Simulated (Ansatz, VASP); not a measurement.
## Two plane-wave programs on Mg3Te

```
Mg Te
1.0
     4.99165    0.00000    0.00000
    -2.49583    4.32290    0.00000
     0.00000    0.00000   12.30860
Mg Te
6 2
Direct
  0.33333 0.66667 0.12717
  0.33333 0.66667 0.87283
  0.66667 0.33333 0.87283
  0.66667 0.33333 0.12717
  0.00000 0.00000 0.00000
  0.00000 0.00000 0.50000
  0.00000 0.00000 0.28081
  0.00000 0.00000 0.71919
```

Alike in both runs: functional PBE; k mesh 12 × 12 × 4; occupations gaussian, width 0.1 eV; no spin polarisation.

Ansatz relaxed the structure, and its values are those at the end. VASP's run is a single point on that final structure, the one shown.

|  | VASP | Ansatz |
| --- | --- | --- |
| version | VASP 6.6.1 | Ansatz 0.2.0 |
| potentials or method | VASP PAW PBE potentials, release 64 (Mg, Te), cutoff 520 eV | scalar-relativistic, plane waves, PAW |
| valence electrons in the cell | 24 | 92 |

|  | VASP | Ansatz | Ansatz less VASP |
| --- | --- | --- | --- |
| gap on the k mesh at the Fermi level (eV) | none | none | - |
| pressure (GPa) | 0.0 | 0.0 | +0.04 |
| rms of the force components (eV/Å) | 0.004 | 0.000 | -0.0031 |

A gap of «none» marks a metal or a gap that the smearing closes. The functional is the same, so the differences come from potentials, cutoffs and numerics. VASP's potentials hold 24 valence electrons a cell and Ansatz's 92, so a difference there can come from the potentials and not from the codes.

Spin-orbit coupling is off throughout.
